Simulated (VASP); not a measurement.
Write the native input for VASP 6.6.1 that does the following.

| Item | Value |
| --- | --- |
| Task | single point |
| Functional | PBE |
| Dispersion | D3(BJ) |
| Potentials or basis | VASP PAW PBE potentials, release 64 (Ge_d) |
| Cutoff | 520 eV |
| k mesh | 9 × 9 × 1 |
| Occupations | gaussian, width 0.1 eV |
| Spin | no spin polarisation |
| Dipole correction | yes |
| Further INCAR settings | ALGO = Normal; EDIFF = 1e-06; NBANDS = 36 |

The structure of Ge lies in POSCAR:

```
Ge
1.0
    4.0226895460      0.0000000000      0.0000000000
   -2.0113447730      3.4837513384      0.0000000000
    0.0000000000      0.0000000000     18.8685220369
Ge
4
Direct
    0.3333333333      0.6666666667      0.2747571330
    0.6666666667      0.3333333333      0.2384924474
    0.7777777778      0.2222222222      0.5389146016
    1.1111111111     -0.1111111111      0.5026499161
```

This cell differs from its parent crystal: layers slid over each other.

One way to write it, as run:

INCAR

```
SYSTEM = Ge
PREC = Accurate ; ENCUT = 520
EDIFF = 1E-6 ; ISMEAR = 0
SIGMA = 0.1 ; LREAL = .FALSE.
LASPH = .TRUE. ; NELM = 80
ALGO = Normal ; ISIF = 2
LWAVE = .FALSE. ; LCHARG = .FALSE.
LDIPOL = .TRUE. ; IDIPOL = 3
DIPOL = 0.5 0.5 0.389 ; GGA = PE
IVDW = 12 ; NBANDS = 36
```

KPOINTS

```
Automatic mesh
0
G
  9 9 1
  0 0 0
```

Potentials or basis: VASP PAW PBE potentials, release 64 (Ge_d).

The run is started by

```console
$ cat potpaw_PBE.64/Ge_d/POTCAR > POTCAR
$ mpirun -np 1 vasp_std > vasp.out
```

It gave:

The largest force is 0.110 eV/Å, the band gap on the k mesh is 0.12 eV and the dispersion energy per atom is -0.189 eV.

Caveat: the cell differs from its parent crystal (layers slid over each other).

It took 2.9 min on 1 thread of Intel(R) Xeon(R) 6975P-C (Granite Rapids), with other jobs on the host, peak memory 0.44 GiB.
